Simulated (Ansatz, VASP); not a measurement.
## SiC in VASP and in Ansatz

POSCAR

```
SiC
1.0
    3.0759836412      0.0000000000      0.0000000000
   -1.5379918206      2.6638799749      0.0000000000
    0.0000000000      0.0000000000      5.0478375069
Si C
2 2
Direct
    0.3333333333      0.6666666667     -0.0625000000
    0.6666666667      0.3333333333      0.4375000000
    0.3333333333      0.6666666667      0.4375000000
    0.6666666667      0.3333333333      0.9375000000
```

The input INCAR.step1:

```
PREC     = Accurate       # precision mode
ENCUT    = 520            # plane-wave cutoff, eV
ISMEAR   = 0              # smearing method
SIGMA    = 0.01           # smearing width, eV
LREAL    = False          # projectors in reciprocal space
LASPH    = True           # aspherical terms in the spheres
NELM     = 100            # most SCF steps
NBANDS   = 16             # bands
GGA      = PE             # functional
ALGO     = Normal         # electronic algorithm
EDIFF    = 1E-4           # SCF threshold, eV
LWAVE    = True           # write WAVECAR
LCHARG   = False          # write CHGCAR
```

INCAR.step2

```
PREC     = Accurate       # precision mode
ENCUT    = 520            # plane-wave cutoff, eV
EDIFF    = 1E-6           # SCF threshold, eV
ISMEAR   = 0              # smearing method
SIGMA    = 0.01           # smearing width, eV
LREAL    = False          # projectors in reciprocal space
LASPH    = True           # aspherical terms in the spheres
NELM     = 100            # most SCF steps
ALGO     = Normal         # electronic algorithm
ISIF     = 2              # what is computed and relaxed
LWAVE    = False          # write WAVECAR
LCHARG   = False          # write CHGCAR
METAGGA  = R2SCAN         # meta-GGA
LMIXTAU  = True         
NBANDS   = 16             # bands
ISTART   = 1
```

File KPOINTS:

```
Automatic mesh
0
Gamma
  12 12 6
```

Input for Ansatz:

```yaml
crystal:
  lattice:
    - [3.0759836412, 0.0, 0.0]
    - [-1.5379918206, 2.6638799749, 0.0]
    - [0.0, 0.0, 5.0478375069]
  atoms:
    - { symbol: Si, position: [0.3333333333, 0.6666666667, -0.0625] }
    - { symbol: Si, position: [0.6666666667, 0.3333333333, 0.4375] }
    - { symbol: C, position: [0.3333333333, 0.6666666667, 0.4375] }
    - { symbol: C, position: [0.6666666667, 0.3333333333, 0.9375] }
basis:
  ecutwfc: 500
  xc_grid: 2
kpoints:
  mp_grid: { grid: [12, 12, 6] }
hamiltonian:
  xc: r2scan
  pseudopotentials: { kind: paw, azcp: { folder: soft_1 } }
scf:
  occupations: { method: fixed }
output:
  forces: true
  stress: true
  eigenvalues: true
  polarization: {}
```

Change from the starting cell: polar distortion scaled by 0.00.

Alike in both runs: task single point; functional r2SCAN; k mesh 12 × 12 × 6; no spin polarisation.

|  | VASP | Ansatz |
| --- | --- | --- |
| version | VASP 6.6.1 | Ansatz 0.2.0 |
| potentials or method | VASP PAW PBE potentials, release 64 (Si, C), cutoff 520 eV | scalar-relativistic, plane waves, PAW |
| occupations | gaussian, width 0.01 eV | fixed |
| valence electrons in the cell | 16 | 16 |

```csv
,VASP,Ansatz,Ansatz less VASP
gap on the k mesh at the Fermi level (eV),0.98,0.98,+0.002
least direct gap on the mesh (eV),3.08,3.08,-0.003
pressure (GPa),10.4,10.7,+0.39
"traceless stress, the component that is largest in VASP (GPa)",-8.13,-8.56,-0.436
```

VASP's potentials were made for PBE, not for r2SCAN.
